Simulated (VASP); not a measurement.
# ZnSe (F-43m) in VASP: a series of runs

ZnSe is run at these levels: PBE; tasks: single point.

All numbers are computed with VASP 6.6.1; they aren't measurements. Logs are shortened: lines on timing, memory, paths and dates and some standing lists are left out, and cuts for length are marked.

## 1. The cell of the first run

Symmetry: F-43m, No. 216, cubic system. The conventional cell has a = 5.668 Å, b = 5.668 Å, c = 5.668 Å, α = 90.00°, β = 90.00°, γ = 90.00°. Within 3.2 Å of Zn (site symmetry -43m) lie 4 Se at 2.45 Å. Within 3.2 Å of Se (site symmetry -43m) lie 4 Zn at 2.45 Å.

## 2. Single point, PBE

INCAR

```
  PREC = Accurate
  ENCUT = 500
  EDIFF = 1E-6
  ISMEAR = 0
  SIGMA = 0.01
  LREAL = F
  LASPH = T
  NELM = 120
  ALGO = Normal
  ISIF = 2
  LWAVE = F
  LCHARG = F
  GGA = PE
  NBANDS = 16
  GGA_COMPAT = F
```

KPOINTS

```
Automatic mesh
0
Gamma
  8 8 8
```

POSCAR

```
ZnSe
1.0
    0.0000000000      2.8338000000      2.8338000000
    2.8338000000      0.0000000000      2.8338000000
    2.8338000000      2.8338000000      0.0000000000
Zn Se
1 1
Direct
    0.0000000000      0.0000000000      0.0000000000
    0.7500000000      0.7500000000      0.7500000000
```

Potentials or basis: VASP PAW PBE potentials, release 64 (Zn, Se).

Started as:

```sh
> cat potpaw_PBE.64/Zn/POTCAR potpaw_PBE.64/Se/POTCAR > POTCAR
> mpirun -np 1 vasp_std > vasp.out
```

OUTCAR:

```text
PREC = Accurate
   ENCUT = 500
   EDIFF = 1E-6
   ISMEAR = 0
   LREAL = F
   LASPH = T
   NELM = 120
   ISIF = 2
   GGA = PE

 ion  position               nearest neighbor table
   1  0.000  0.000  0.000-   2 2.45   2 2.45   2 2.45   2 2.45
   2  0.750  0.750  0.750-   1 2.45   1 2.45   1 2.45   1 2.45

  LATTYP: Found a face centered cubic cell.
 ALAT       =     5.6676000000

  Lattice vectors:

 A1 = (   0.0000000000,   2.8338000000,   2.8338000000)
 A2 = (   2.8338000000,   0.0000000000,   2.8338000000)
 A3 = (   2.8338000000,   2.8338000000,   0.0000000000)

Analysis of symmetry for initial positions (statically):
=====================================================================
 Subroutine PRICEL returns:
 Original cell was already a primitive cell.

 Routine SETGRP: Setting up the symmetry group for a
 face centered cubic supercell.

 Subroutine GETGRP returns: Found 24 space group operations
 (whereof 24 operations were pure point group operations)
 out of a pool of 48 trial point group operations.

The static configuration has the point symmetry T_d .

Analysis of symmetry for dynamics (positions and initial velocities):
=====================================================================
 Subroutine PRICEL returns:
 Original cell was already a primitive cell.

 Routine SETGRP: Setting up the symmetry group for a
 face centered cubic supercell.

 Subroutine GETGRP returns: Found 24 space group operations
 (whereof 24 operations were pure point group operations)
 out of a pool of 48 trial point group operations.

The dynamic configuration has the point symmetry T_d .

 Subroutine INISYM returns: Found 24 space group operations
 (whereof 24 operations are pure point group operations),
 and found     1 'primitive' translations

----------------------------------------------------------------------------------------

                                     Primitive cell

  volume of cell :      45.5132

  direct lattice vectors                    reciprocal lattice vectors
     0.000000000  2.833800000  2.833800000    -0.176441527  0.176441527  0.176441527
     2.833800000  0.000000000  2.833800000     0.176441527 -0.176441527  0.176441527
     2.833800000  2.833800000  0.000000000     0.176441527  0.176441527 -0.176441527

  length of vectors
     4.007598393  4.007598393  4.007598393     0.305605690  0.305605690  0.305605690

  position of ions in fractional coordinates (direct lattice)
     0.000000000  0.000000000  0.000000000
     0.750000000  0.750000000  0.750000000

  ion indices of the primitive-cell ions
   primitive index   ion index
                 1           1
                 2           2

----------------------------------------------------------------------------------------

 KPOINTS: Automatic mesh

Automatic generation of k-mesh.
 Grid dimensions read from file:
 generate k-points for:    8    8    8

 Generating k-lattice:

  Cartesian coordinates                     Fractional coordinates (reciprocal lattice)
    -0.022055191  0.022055191  0.022055191     0.125000000  0.000000000  0.000000000
     0.022055191 -0.022055191  0.022055191     0.000000000  0.125000000  0.000000000
     0.022055191  0.022055191 -0.022055191     0.000000000  0.000000000  0.125000000

  Length of vectors
     0.038200711  0.038200711  0.038200711

  Shift w.r.t. Gamma in fractional coordinates (k-lattice)
     0.000000000  0.000000000  0.000000000

 Subroutine IBZKPT returns following result:
 ===========================================

 Found     29 irreducible k-points:

 Following reciprocal coordinates:
            Coordinates               Weight
  0.000000  0.000000  0.000000      1.000000
  0.125000  0.000000  0.000000      8.000000
  0.250000  0.000000  0.000000      8.000000
  0.375000  0.000000  0.000000      8.000000
  0.500000  0.000000  0.000000      4.000000
  0.125000  0.125000  0.000000      6.000000
[... 16 lines left out ...]
  0.500000  0.250000  0.125000     48.000000
 -0.375000  0.250000  0.125000     24.000000
 [... further k-points ...]
   k-points           NKPTS =     29   k-points in BZ     NKDIM =     29   number of bands    NBANDS=     16
   number of dos      NEDOS =    301   number of ions     NIONS =      2
   total plane-waves  NPLWV =  27000
   dimension x,y,z NGX =    30 NGY =   30 NGZ =   30
   dimension x,y,z NGXF=    60 NGYF=   60 NGZF=   60
   ions per type =               1   1
   NGX,Y,Z   is equivalent  to a cutoff of  12.44, 12.44, 12.44 a.u.
   NGXF,Y,Z  is equivalent  to a cutoff of  24.89, 24.89, 24.89 a.u.
 SYSTEM =  unknown system
   PREC   = accura    normal or accurate (medium, high low for compatibility)
   ISTART =      0    job   : 0-new  1-cont  2-samecut
   ICHARG =      2    charge: 1-file 2-atom 10-const
   ISPIN  =      1    spin polarized calculation?
   LNONCOLLINEAR =      F non collinear calculations
   LSORBIT =      F    spin-orbit coupling
   LASPH  =      T    aspherical Exc in radial PAW
   ENCUT  =  500.0 eV  36.75 Ry    6.06 a.u.   7.31  7.31  7.31*2*pi/ulx,y,z
   NELM   =    120;   NELMIN=  2; NELMDL= -5     # of ELM steps
   EDIFF  = 0.1E-05   stopping-criterion for ELM
   LREAL  =      F    real-space projection
   EDIFFG = 0.1E-04   stopping-criterion for IOM
   NSW    =      0    number of steps for IOM
   IBRION =     -1    ionic relax: 0-MD 1-quasi-New 2-CG
   NFREE  =      0    steps in history (QN), initial steepest desc. (CG)
   ISIF   =      2    stress and relaxation
   ISYM   =      2    0-nonsym 1-usesym 2-fastsym
   POTIM  = 0.5000    time-step for ionic-motion
   TEBEG  =    0.0;   TEEND  =   0.0 temperature during run
   PSTRESS=    0.0 pullay stress
   NELECT =      18.0000    total number of electrons
   NUPDOWN=      -1.0000    fix difference up-down
   EMIN   =  10.00;   EMAX   =-10.00  energy-range for DOS
   EFERMI =   0.00;   METHOD = LEGACY
   ISMEAR =     0;   SIGMA  =   0.01  broadening in eV -4-tet -1-fermi 0-gaus
   EFERMI_NEDOS =   21; number of points for ismear=-14 and -15
   IALGO  =     38    algorithm
   IMIX   =      4    mixing-type and parameters
     AMIX     =   0.40;   BMIX     =  1.00
     AMIX_MAG =   1.60;   BMIX_MAG =  1.00
  volume/ion in A,a.u.               =      22.76       153.57
  Fermi-wavevector in a.u.,A,eV,Ry     =   1.201673  2.270834 19.647073  1.444019
  Thomas-Fermi vector in A             =   2.337476
   LORBIT       =      0    0 simple, 1 ext, 2 COOP (PROOUT), +10 PAW based schemes
   GGA     = PE    functional components
   LHFCALC =     F    Hartree Fock is set to
   AEXX    =    0.0000 exact exchange contribution
   IVDW    =     0    specifies the selected vdW correction
   LEPSILON=     F    determine dielectric tensor
   LRPA    =     F    only Hartree local field effects (RPA)
 non-spin polarized calculation
 Gauss-broadening in eV      SIGMA  =   0.01
  energy-cutoff  :      500.00
  volume of cell :       45.51
 maximum number of plane-waves:      1174
 NGX is ok and might be reduce to    30
   NGX = 15   NGY = 15   NGZ = 15

 number of electron      18.0000012 magnetization

 Free energy of the ion-electron system (eV)
  ---------------------------------------------------
  ext. energy  EPLUGINS =         0.00000000
  ---------------------------------------------------
  free energy    TOTEN  =        -6.02000315 eV

  energy without entropy =       -6.02000315  energy(sigma->0) =       -6.02000315

 E-fermi :   1.7292     XC(G=0):  -9.3217

 val. band max:        1.6132407103   @ k =   0.0000   0.0000   0.0000
 cond. band min:       2.9034749884   @ k =   0.0000   0.0000   0.0000
 fundamental gap:      1.2902342782
 Fermi energy:         1.7292037062

 k-point     1 :       0.0000    0.0000    0.0000
  band No.  band energies     occupation
      1     -11.6459      2.00000
      2      -4.9329      2.00000
      3      -4.9329      2.00000
      4      -4.9329      2.00000
      5      -4.5631      2.00000
      6      -4.5631      2.00000
[... 8 lines left out ...]
     15      13.0736      0.00000
     16      13.0736      0.00000

 k-point     2 :       0.1250    0.0000    0.0000
  band No.  band energies     occupation
      1     -11.5452      2.00000
      2      -4.9259      2.00000
      3      -4.9170      2.00000
      4      -4.9170      2.00000
      5      -4.5645      2.00000
      6      -4.5645      2.00000
[... 8 lines left out ...]
     15      12.2915      0.00000
     16      12.4058      0.00000

 k-point     3 :       0.2500    0.0000    0.0000
  band No.  band energies     occupation
      1     -11.2838      2.00000
      2      -4.8822      2.00000
      3      -4.8822      2.00000
      4      -4.8706      2.00000
      5      -4.5630      2.00000
      6      -4.5630      2.00000
[... 8 lines left out ...]
     15      12.0551      0.00000
     16      12.3338      0.00000

 k-point     4 :       0.3750    0.0000    0.0000
  band No.  band energies     occupation
      1     -10.9903      2.00000
      2      -4.8543      2.00000
      3      -4.8543      2.00000
      4      -4.6759      2.00000
      5      -4.5524      2.00000
      6      -4.5524      2.00000
[... 8 lines left out ...]
     15      13.1688      0.00000
     16      13.1688      0.00000
[... 324 lines left out ...]
 k-point    22 :       0.3750    0.2500    0.1250
  band No.  band energies     occupation
      1     -11.0793      2.00000
      2      -4.8903      2.00000
      3      -4.8307      2.00000
      4      -4.8034      2.00000
      5      -4.5773      2.00000
      6      -4.5383      2.00000
[... 8 lines left out ...]
     15      13.8776      0.00000
     16      15.0642      0.00000

 k-point    23 :       0.5000    0.2500    0.1250
  band No.  band energies     occupation
      1     -10.8342      2.00000
      2      -4.8377      2.00000
      3      -4.8064      2.00000
      4      -4.6747      2.00000
      5      -4.5508      2.00000
      6      -4.4987      2.00000
[... 8 lines left out ...]
     15      14.2093      0.00000
     16      15.3190      0.00000

 k-point    24 :      -0.3750    0.2500    0.1250
  band No.  band energies     occupation
      1     -10.7251      2.00000
      2      -4.8294      2.00000
      3      -4.7922      2.00000
      4      -4.5950      2.00000
      5      -4.5561      2.00000
      6      -4.3540      2.00000
[... 8 lines left out ...]
     15      14.3638      0.00000
     16      15.1803      0.00000

 [... further k-points ...]

------------------------ aborting loop because EDIFF is reached ----------------------------------------

  FORCE on cell =-STRESS in cart. coord.  units (eV):
  Direction    XX          YY          ZZ          XY          YZ          ZX
  --------------------------------------------------------------------------------------
  -------------------------------------------------------------------------------------
  Total        0.6646686      0.6646686      0.6646686      0.0000000      0.0000000      0.0000000
  in kB       23.3979694     23.3979694     23.3979694      0.0000000      0.0000000      0.0000000
  external PRESSURE =      23.3979694 kB  Pullay stress =       0.0000000 kB

 VOLUME and BASIS-vectors are now :
 -----------------------------------------------------------------------------
  energy-cutoff  :      500.00
  volume of cell :       45.51
      direct lattice vectors                 reciprocal lattice vectors
     0.000000000  2.833800000  2.833800000    -0.176441527  0.176441527  0.176441527
     2.833800000  0.000000000  2.833800000     0.176441527 -0.176441527  0.176441527
     2.833800000  2.833800000  0.000000000     0.176441527  0.176441527 -0.176441527

 POSITION                                       TOTAL-FORCE (eV/Angst)
 -----------------------------------------------------------------------------------
      0.00000      0.00000      0.00000         0.000000      0.000000      0.000000
      4.25070      4.25070      4.25070        -0.000000     -0.000000     -0.000000
 -----------------------------------------------------------------------------------
    total drift:                                0.000000      0.000000      0.000000

  FREE ENERGIE OF THE ION-ELECTRON SYSTEM (eV)
  ---------------------------------------------------
  free  energy   TOTEN  =        -6.0200031546 eV

  energy  without entropy=       -6.0200031546  energy(sigma->0) =       -6.02000315
```

Wall time 25 s (1 thread of AMD EPYC 7R43 (Zen 3), shared host); peak memory 0.14 GiB.

Results:

| Quantity | Value |
| --- | --- |
| Free energy | -6.0200 eV |
| Pressure | 2.3 GPa |
| Band gap on the k mesh | 1.29 eV |

Levels at points of the mesh, in eV from the valence-band top:
```tsv
k point	band 7	band 8	band 9	band 10	band 11	band 12
(0.00, 0.00, 0.00)	0.00	0.00	0.00	1.29	5.80	5.80
(0.50, 0.00, 0.00)	-5.23	-0.87	-0.87	2.54	6.38	6.38
(0.50, 0.50, 0.00)	-4.75	-2.19	-2.19	2.98	3.46	10.74
```

## 3. Single point, PBE

INCAR

```
SYSTEM = ZnSe
  ALGO = Normal
  EDIFF = 1E-6
  ENCUT = 500
  GGA = PE
  GGA_COMPAT = .FALSE.
  ISIF = 2
  ISMEAR = 0
  LASPH = .TRUE.
  LCHARG = .TRUE.
  LELF = .TRUE.
  LREAL = .FALSE.
  LVHAR = .TRUE.
  LWAVE = .FALSE.
  NBANDS = 16
  NELM = 120
  PREC = Accurate
  SIGMA = 0.01
```

KPOINTS

```
k-points
0
G
  10 10 10
  0 0 0
```

POSCAR is that of step 2.

Potentials or basis: VASP PAW PBE potentials, release 64 (Zn, Se).

Started as:

```sh
> cat potpaw_PBE.64/Zn/POTCAR potpaw_PBE.64/Se/POTCAR > POTCAR
> mpirun -np 1 vasp_std > vasp.out
```

It took 39 s on 1 thread of AMD EPYC 7R43 (Zen 3), shared host; peak memory 0.15 GiB.

Results (log left out):

* Free energy: -6.0207 eV
* Pressure: 2.3 GPa
* Band gap on the k mesh: 1.29 eV

Levels at points of the mesh, in eV from the valence-band top:
| k point | band 6 | band 7 | band 8 | band 9 | band 10 | band 11 | band 12 | band 13 |
| --- | --- | --- | --- | --- | --- | --- | --- | --- |
| (0.00, 0.00, 0.00) | -6.18 | 0.00 | 0.00 | 0.00 | 1.29 | 5.80 | 5.80 | 5.80 |
| (0.50, 0.00, 0.00) | -6.02 | -5.23 | -0.87 | -0.87 | 2.54 | 6.38 | 6.38 | 8.58 |
| (0.50, 0.50, 0.00) | -6.00 | -4.75 | -2.19 | -2.19 | 2.98 | 3.46 | 10.74 | 11.25 |
